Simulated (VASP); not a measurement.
Set up this calculation in VASP 6.6.1, as the native input.

| Item | Value |
| --- | --- |
| Task | single point |
| Functional | PBE |
| Potentials or basis | VASP PAW PBE potentials, release 64 (Sc_sv, Al) |
| Cutoff | 520 eV |
| k mesh | 7 × 7 × 7 |
| Occupations | gaussian, width 0.011 eV |
| Spin | no spin polarisation |
| Dipole correction | no |
| Further INCAR settings | ALGO = Normal; EDIFF = 1e-06; NBANDS = 18 |

The structure of ScAl3 lies in POSCAR:

```
ScAl3
1.0
    4.0878065700      0.0000000000      0.0000000000
    0.0000000000      4.0878065700      0.0000000000
    0.0000000000      0.0000000000      4.0878065700
Sc Al
1 3
Direct
    0.0000000000      0.0000000000      0.0000000000
    0.5000000000      0.5000000000      0.0000000000
    0.0000000000      0.5000000000      0.5000000000
    0.5000000000      0.0000000000      0.5000000000
```

One way to write it, as run:

INCAR

```
SYSTEM = ScAl3
ALGO = Normal ; EDIFF = 1E-6
ENCUT = 520 ; GGA = PE
ISIF = 2 ; ISMEAR = 0
LASPH = .True. ; LCHARG = .False.
LREAL = .False. ; LWAVE = .False.
NBANDS = 18 ; NELM = 100
PREC = Accurate ; SIGMA = 0.011
```

KPOINTS

```
k-points
0
Gamma
  7 7 7
  0 0 0
```

Potentials or basis: VASP PAW PBE potentials, release 64 (Sc_sv, Al).

Run with:

```console
$ cat potpaw_PBE.64/Sc_sv/POTCAR potpaw_PBE.64/Al/POTCAR > POTCAR
$ mpirun -np 1 vasp_std > vasp.out
```

Results of the run:

- Pressure: 1.1 GPa
- Band gap on the k mesh: zero (band 10 reaches 8.28 eV, above the bottom of band 11 at 4.60 eV)

Wall time 24 s on 1 thread of AMD EPYC 7R43 64-Core Processor (Zen 3), with other jobs on the host, peak memory 0.13 GiB.
